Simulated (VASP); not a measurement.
# Au (P6_3/mmc) in VASP: relaxation of cell and atoms with PBE

Aim: the relaxation of cell and atoms of Au with PBE.

Everything below comes from runs of VASP 6.6.1. Logs are shortened: lines on timing, memory, paths and dates and some standing lists are left out, and cuts for length are marked.

## Step 1: The cell of the first run

Symmetry: P6_3/mmc, No. 194, hexagonal system. The conventional cell has a = 2.917 Å, b = 2.917 Å, c = 9.778 Å, α = 90.00°, β = 90.00°, γ = 120.00°. Au (site symmetry -3m) has 12 Au at 2.92 to 2.97 Å within 3.8 Å. Within 3.8 Å of Au (site symmetry -6m2) lie 12 Au at 2.92 to 2.97 Å.

This isn't the form of Au at room conditions, which is fcc.

## Step 2: Relaxation of cell and atoms, PBE

INCAR reads:

```
PREC = Accurate
ENCUT = 600
EDIFF = 1E-6
ISMEAR = 0
SIGMA = 0.1
LREAL = F
LASPH = T
NELM = 60
ALGO = Fast
ISIF = 3
LWAVE = F
LCHARG = F
GGA = PE
IBRION = 2
NSW = 65
EDIFFG = -0.01
```

KPOINTS reads:

```
regular mesh
0
Gamma
  18 18 5
```

POSCAR reads:

```
Au
1.0
    2.9171320407      0.0000000000      0.0000000000
   -1.4585660203      2.5263104534      0.0000000000
    0.0000000000      0.0000000000      9.7780946048
Au
4
Direct
    0.0000000000      0.0000000000      0.0000000000
    0.3333333333      0.6666666667      0.2500000000
    0.0000000000      0.0000000000      0.5000000000
    0.6666666667      0.3333333333      0.7500000000
```

Potentials or basis: VASP PAW PBE potentials, release 64 (Au).

Run with:

```
cat potpaw_PBE.64/Au/POTCAR > POTCAR
mpirun -np 1 vasp_std > vasp.out
```

OUTCAR:

```text
PREC = Accurate
   ENCUT = 600
   EDIFF = 1E-6
   ISMEAR = 0
   LREAL = F
   LASPH = T
   NELM = 60
   ISIF = 3
   GGA = PE
   IBRION = 2
   NSW = 65
   EDIFFG = -0.01

 ion  position               nearest neighbor table
   1  0.000  0.000  0.000-   2 2.97   4 2.97   2 2.97   4 2.97   4 2.97   2 2.97
   2  0.333  0.667  0.250-   1 2.97   3 2.97   1 2.97   3 2.97   1 2.97   3 2.97
   3  0.000  0.000  0.500-   2 2.97   4 2.97   2 2.97   4 2.97   4 2.97   2 2.97
   4  0.667  0.333  0.750-   1 2.97   3 2.97   1 2.97   3 2.97   1 2.97   3 2.97

  LATTYP: Found a hexagonal cell.
 ALAT       =     2.9171320407
 C/A-ratio  =     3.3519547516

  Lattice vectors:

 A1 = (   2.9171320407,   0.0000000000,   0.0000000000)
 A2 = (  -1.4585660203,   2.5263104534,   0.0000000000)
 A3 = (   0.0000000000,   0.0000000000,   9.7780946048)

Analysis of symmetry for initial positions (statically):
=====================================================================
 Subroutine PRICEL returns:
 Original cell was already a primitive cell.

 Routine SETGRP: Setting up the symmetry group for a
 hexagonal supercell.

 Subroutine GETGRP returns: Found 24 space group operations
 (whereof 12 operations were pure point group operations)
 out of a pool of 24 trial point group operations.

The static configuration has the point symmetry D_3d.
 The point group associated with its full space group is D_6h.

Analysis of symmetry for dynamics (positions and initial velocities):
=====================================================================
 Subroutine PRICEL returns:
 Original cell was already a primitive cell.

 Routine SETGRP: Setting up the symmetry group for a
 hexagonal supercell.

 Subroutine GETGRP returns: Found 24 space group operations
 (whereof 12 operations were pure point group operations)
 out of a pool of 24 trial point group operations.

The dynamic configuration has the point symmetry D_3d.
 The point group associated with its full space group is D_6h.

 Subroutine INISYM returns: Found 24 space group operations
 (whereof 12 operations are pure point group operations),
 and found     1 'primitive' translations

----------------------------------------------------------------------------------------

                                     Primitive cell

  volume of cell :      72.0605

  direct lattice vectors                    reciprocal lattice vectors
     2.917132041  0.000000000  0.000000000     0.342802446  0.197917085  0.000000000
    -1.458566020  2.526310453  0.000000000     0.000000000  0.395834169  0.000000000
     0.000000000  0.000000000  9.778094605     0.000000000  0.000000000  0.102269413

  length of vectors
     2.917132041  2.917132041  9.778094605     0.395834169  0.395834169  0.102269413

  position of ions in fractional coordinates (direct lattice)
     0.000000000  0.000000000  0.000000000
     0.333333333  0.666666667  0.250000000
     0.000000000  0.000000000  0.500000000
     0.666666667  0.333333333  0.750000000

  ion indices of the primitive-cell ions
   primitive index   ion index
                 1           1
                 2           2
                 3           3
                 4           4

----------------------------------------------------------------------------------------

 KPOINTS: regular mesh

Automatic generation of k-mesh.
 Grid dimensions read from file:
 generate k-points for:   18   18    5

 Generating k-lattice:

  Cartesian coordinates                     Fractional coordinates (reciprocal lattice)
     0.019044580  0.010995394  0.000000000     0.055555556  0.000000000  0.000000000
     0.000000000  0.021990787  0.000000000     0.000000000  0.055555556  0.000000000
     0.000000000  0.000000000  0.020453883     0.000000000  0.000000000  0.200000000

  Length of vectors
     0.021990787  0.021990787  0.020453883

  Shift w.r.t. Gamma in fractional coordinates (k-lattice)
     0.000000000  0.000000000  0.000000000

 Subroutine IBZKPT returns following result:
 ===========================================

 Found    111 irreducible k-points:

 Following reciprocal coordinates:
            Coordinates               Weight
  0.000000  0.000000  0.000000      1.000000
  0.055556 -0.000000  0.000000      6.000000
  0.111111 -0.000000  0.000000      6.000000
  0.166667 -0.000000  0.000000      6.000000
  0.222222  0.000000  0.000000      6.000000
  0.277778 -0.000000  0.000000      6.000000
[... 16 lines left out ...]
  0.333333  0.111111  0.000000     12.000000
  0.388889  0.111111  0.000000     12.000000
 [... further k-points ...]
   k-points           NKPTS =    111   k-points in BZ     NKDIM =    111   number of bands    NBANDS=     26
   number of dos      NEDOS =    301   number of ions     NIONS =      4
   total plane-waves  NPLWV =  46080
   dimension x,y,z NGX =    24 NGY =   24 NGZ =   80
   dimension x,y,z NGXF=    48 NGYF=   48 NGZF=  160
   ions per type =               4
   NGX,Y,Z   is equivalent  to a cutoff of  13.68, 13.68, 13.60 a.u.
   NGXF,Y,Z  is equivalent  to a cutoff of  27.35, 27.35, 27.20 a.u.
 SYSTEM =  unknown system
   PREC   = accura    normal or accurate (medium, high low for compatibility)
   ISTART =      0    job   : 0-new  1-cont  2-samecut
   ICHARG =      2    charge: 1-file 2-atom 10-const
   ISPIN  =      1    spin polarized calculation?
   LNONCOLLINEAR =      F non collinear calculations
   LSORBIT =      F    spin-orbit coupling
   LASPH  =      T    aspherical Exc in radial PAW
   ENCUT  =  600.0 eV  44.10 Ry    6.64 a.u.   5.83  5.83 19.53*2*pi/ulx,y,z
   NELM   =     60;   NELMIN=  2; NELMDL= -5     # of ELM steps
   EDIFF  = 0.1E-05   stopping-criterion for ELM
   LREAL  =      F    real-space projection
   EDIFFG = -.1E-01   stopping-criterion for IOM
   NSW    =     65    number of steps for IOM
   IBRION =      2    ionic relax: 0-MD 1-quasi-New 2-CG
   NFREE  =      1    steps in history (QN), initial steepest desc. (CG)
   ISIF   =      3    stress and relaxation
   ISYM   =      2    0-nonsym 1-usesym 2-fastsym
   POTIM  = 0.5000    time-step for ionic-motion
   TEBEG  =    0.0;   TEEND  =   0.0 temperature during run
   PSTRESS=    0.0 pullay stress
   NELECT =      44.0000    total number of electrons
   NUPDOWN=      -1.0000    fix difference up-down
   EMIN   =  10.00;   EMAX   =-10.00  energy-range for DOS
   EFERMI =   0.00;   METHOD = LEGACY
   ISMEAR =     0;   SIGMA  =   0.10  broadening in eV -4-tet -1-fermi 0-gaus
   EFERMI_NEDOS =   21; number of points for ismear=-14 and -15
   IALGO  =     68    algorithm
   IMIX   =      4    mixing-type and parameters
     AMIX     =   0.40;   BMIX     =  1.00
     AMIX_MAG =   1.60;   BMIX_MAG =  1.00
  volume/ion in A,a.u.               =      18.02       121.57
  Fermi-wavevector in a.u.,A,eV,Ry     =   1.388865  2.624574 26.244905  1.928946
  Thomas-Fermi vector in A             =   2.512950
   LORBIT       =      0    0 simple, 1 ext, 2 COOP (PROOUT), +10 PAW based schemes
   GGA     = PE    functional components
   LHFCALC =     F    Hartree Fock is set to
   AEXX    =    0.0000 exact exchange contribution
   IVDW    =     0    specifies the selected vdW correction
   LEPSILON=     F    determine dielectric tensor
   LRPA    =     F    only Hartree local field effects (RPA)
 conjugate gradient relaxation of ions
 non-spin polarized calculation
 RMM-DIIS sequential band-by-band and
 Gauss-broadening in eV      SIGMA  =   0.10
  energy-cutoff  :      600.00
  volume of cell :       72.06
 maximum number of plane-waves:      2424
 NGX is ok and might be reduce to    24
   NGX = 11   NGY = 11   NGZ = 39

--------------------------------------- Ionic step        1  -------------------------------------------

 number of electron      43.9999998 magnetization

 Free energy of the ion-electron system (eV)
  ---------------------------------------------------
  ext. energy  EPLUGINS =         0.00000000
  ---------------------------------------------------
  free energy    TOTEN  =       -12.86337020 eV

  energy without entropy =      -12.85566482  energy(sigma->0) =      -12.85951751

------------------------ aborting loop because EDIFF is reached ----------------------------------------

  FORCE on cell =-STRESS in cart. coord.  units (eV):
  Direction    XX          YY          ZZ          XY          YZ          ZX
  --------------------------------------------------------------------------------------
  -------------------------------------------------------------------------------------
  Total       -0.0344488     -0.0344488     -0.5062116     -0.0000000     -0.0000000      0.0000000
  in kB       -0.7659268     -0.7659268    -11.2550025     -0.0000000     -0.0000000      0.0000000
  external PRESSURE =      -4.2622854 kB  Pullay stress =       0.0000000 kB

 VOLUME and BASIS-vectors are now :
 -----------------------------------------------------------------------------
  energy-cutoff  :      600.00
  volume of cell :       72.06
      direct lattice vectors                 reciprocal lattice vectors
     2.917132041  0.000000000  0.000000000     0.342802446  0.197917085  0.000000000
    -1.458566020  2.526310453  0.000000000     0.000000000  0.395834169  0.000000000
     0.000000000  0.000000000  9.778094605     0.000000000  0.000000000  0.102269413
[... 267 lines left out ...]
 POSITION                                       TOTAL-FORCE (eV/Angst)
 -----------------------------------------------------------------------------------
     -1.46621      2.53955      0.00000         0.000000      0.000000     -0.000000
     -0.00000      1.69303      2.41278        -0.000000     -0.000000      0.000000
      0.00000     -0.00000      4.82556         0.000000     -0.000000     -0.000000
      1.46621      0.84652      7.23833         0.000000      0.000000     -0.000000
 -----------------------------------------------------------------------------------
    total drift:                               -0.000000      0.000000     -0.000000

  FREE ENERGIE OF THE ION-ELECTRON SYSTEM (eV)
  ---------------------------------------------------
  free  energy   TOTEN  =       -12.8667792240 eV

  energy  without entropy=      -12.8604686229  energy(sigma->0) =      -12.86362392

--------------------------------------- Ionic step        9  -------------------------------------------

 number of electron      43.9999999 magnetization

 Free energy of the ion-electron system (eV)
  ---------------------------------------------------
  ext. energy  EPLUGINS =         0.00000000
  ---------------------------------------------------
  free energy    TOTEN  =       -12.86679079 eV

  energy without entropy =      -12.86049130  energy(sigma->0) =      -12.86364104

 E-fermi :   8.5593     XC(G=0): -12.4051

 val. band max:        8.5375404491   @ k =   0.2222   0.2222   0.0000
 cond. band min:       8.5729357829   @ k =   0.1111  -0.0000   0.2000
 fundamental gap:      0.0353953338
 Fermi energy:         8.5593059364

 k-point     1 :       0.0000    0.0000    0.0000
  band No.  band energies     occupation
      1      -0.6896      2.00000
      2       1.0077      2.00000
      3       1.0162      2.00000
      4       1.7533      2.00000
      5       4.0872      2.00000
      6       4.0970      2.00000
[... 18 lines left out ...]
     25      11.3127      0.00000
     26      19.2825      0.00000
[... 644 lines left out ...]
      4       2.8488      2.00000
      5       3.0590      2.00000
      6       3.2908      2.00000
[... 18 lines left out ...]
     25      12.8381      0.00000
     26      13.1589      0.00000

 [... further k-points ...]

------------------------ aborting loop because EDIFF is reached ----------------------------------------

  FORCE on cell =-STRESS in cart. coord.  units (eV):
  Direction    XX          YY          ZZ          XY          YZ          ZX
  --------------------------------------------------------------------------------------
  -------------------------------------------------------------------------------------
  Total        0.0039472      0.0039472      0.0084706      0.0000000      0.0000000      0.0000000
  in kB        0.0880401      0.0880401      0.1889341      0.0000000      0.0000000      0.0000000
  external PRESSURE =       0.1216715 kB  Pullay stress =       0.0000000 kB

 VOLUME and BASIS-vectors are now :
 -----------------------------------------------------------------------------
  energy-cutoff  :      600.00
  volume of cell :       71.83
      direct lattice vectors                 reciprocal lattice vectors
     2.932180402  0.000000000  0.000000000     0.341043136  0.196901346 -0.000000000
    -1.466090201  2.539342717  0.000000000    -0.000000000  0.393802693  0.000000000
     0.000000000 -0.000000000  9.647225711    -0.000000000 -0.000000000  0.103656743

 POSITION                                       TOTAL-FORCE (eV/Angst)
 -----------------------------------------------------------------------------------
      0.00000      0.00000      0.00000         0.000000     -0.000000      0.000000
     -0.00000      1.69290      2.41181         0.000000     -0.000000      0.000000
      0.00000     -0.00000      4.82361         0.000000      0.000000      0.000000
      1.46609      0.84645      7.23542        -0.000000      0.000000     -0.000000
 -----------------------------------------------------------------------------------
    total drift:                               -0.000000      0.000000     -0.000000

  FREE ENERGIE OF THE ION-ELECTRON SYSTEM (eV)
  ---------------------------------------------------
  free  energy   TOTEN  =       -12.8667907884 eV

  energy  without entropy=      -12.8604912960  energy(sigma->0) =      -12.86364104

 reached required accuracy - stopping structural energy minimisation
```

Wall time 18 min (1 thread of AMD EPYC 9755, shared host); peak memory 0.31 GiB.

What came out:

```
Free energy                           : -12.8668 eV
Relaxed volume                        : 17.96 Å³/atom
Relaxed cell                          : a = 2.932 Å, b = 2.932 Å, c = 9.647 Å, α = 90.00°, β = 90.00°, γ = 120.00°
Space group after relaxing (to 0.1 Å) : P6_3/mmc (No. 194)
Energy gained by relaxing             : 0.9 meV/atom
Ionic steps                           : 9
Pressure after relaxing               : 0.0 GPa
Band gap on the k mesh                : zero (bands 22 and 23 overlap by 5.00 eV)
```

Step by step:
| step | energy change (eV) | largest force (eV/Å) | pressure (GPa) | volume (Å³) |
| --- | --- | --- | --- | --- |
| 1 | 0.0000 | 0.0000 | -0.43 | 72.06 |
| 2 | -0.0013 | 0.0000 | 0.56 | 71.56 |
| 3 | -0.0014 | 0.0000 | 0.44 | 71.61 |
| 4 | -0.0027 | 0.0000 | 0.30 | 71.68 |
| 5 | -0.0034 | 0.0000 | 0.13 | 71.76 |
| 6 | -0.0034 | 0.0000 | 0.11 | 71.77 |
| 7 | -0.0034 | 0.0000 | 0.11 | 71.77 |
| 8 | -0.0034 | 0.0000 | -0.11 | 71.87 |
| 9 | -0.0034 | 0.0000 | 0.01 | 71.83 |

Final structure:
```
Au
1.0
     2.93218    0.00000    0.00000
    -1.46609    2.53934    0.00000
     0.00000    0.00000    9.64723
Au
4
Direct
  0.00000 0.00000 0.00000
  0.33333 0.66667 0.25000
  0.00000 0.00000 0.50000
  0.66667 0.33333 0.75000
```

Caveat: spin-orbit coupling is left out, which moves the levels of the heavy elements.

The gap in the log of VASP goes by the Fermi energy; the results here count the filled bands.